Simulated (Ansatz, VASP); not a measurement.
N: VASP beside Ansatz

INCAR

```
PREC = Accurate
ENCUT = 520
EDIFF = 1E-7
ISMEAR = 0
SIGMA = 0.15
LREAL = False
LASPH = True
NELM = 100
ALGO = Normal
ISIF = 2
LWAVE = False
LCHARG = True
GGA = CA
LELF = True
LVHAR = True
NBANDS = 8
```

KPOINTS

```
Automatic mesh
0
Gamma
  18 18 18
```

The input POSCAR:

```
N
1.0
   -0.2497103096      1.3525946273      1.3780020631
    1.5493815975     -0.1944670524      1.3227588059
    1.5642496436      1.3122194162     -0.2093350985
N
1
Direct
    0.0000000000      0.0000000000      0.0000000000
```

Input for Ansatz:

```yaml
crystal:
  lattice:
    - [-0.2497103096, 1.3525946273, 1.3780020631]
    - [1.5493815975, -0.1944670524, 1.3227588059]
    - [1.5642496436, 1.3122194162, -0.2093350985]
  atoms:
    - { symbol: "N", position: [0.0, 0.0, 0.0] }
basis:
  ecutwfc: 420
kpoints:
  mp_grid: { grid: [18, 18, 18] }
hamiltonian:
  xc: lda
scf:
  occupations: { method: gaussian, width: 0.15 }
output:
  forces: true
  stress: true
  eigenvalues: true
  write_density: true
  write_potential: true
  elf: true
  volumetric_format: npy
```

Change from the starting cell: cell sheared at random, sigma 0.1, atoms nudged by 0.01 Å.

Alike in both runs: task single point; functional LDA; k mesh 18 × 18 × 18; occupations gaussian, width 0.15 eV; no spin polarisation.

```csv
,VASP,Ansatz
version,VASP 6.6.1,Ansatz 0.2.0
potentials or method,"VASP PAW LDA potentials, release 64 (N), cutoff 520 eV","scalar-relativistic, plane waves, PAW"
valence electrons in the cell,5,5
```

VASP gave:

| Quantity | Value |
| --- | --- |
| gap on the k mesh at the Fermi level (eV) | none |
| pressure (GPa) | -1.9 |
| traceless stress, the component that is largest in VASP (GPa) | -26.41 |

Task: Estimate Ansatz's values.

Result: gap on the k mesh at the Fermi level (eV): none; pressure (GPa): -2.1; traceless stress, the component that is largest in VASP (GPa): -26.37.

LDA's correlation is that of Perdew and Zunger in VASP and of Perdew and Wang (1992) in Ansatz. A gap of «none» marks a metal or a gap that the smearing closes.
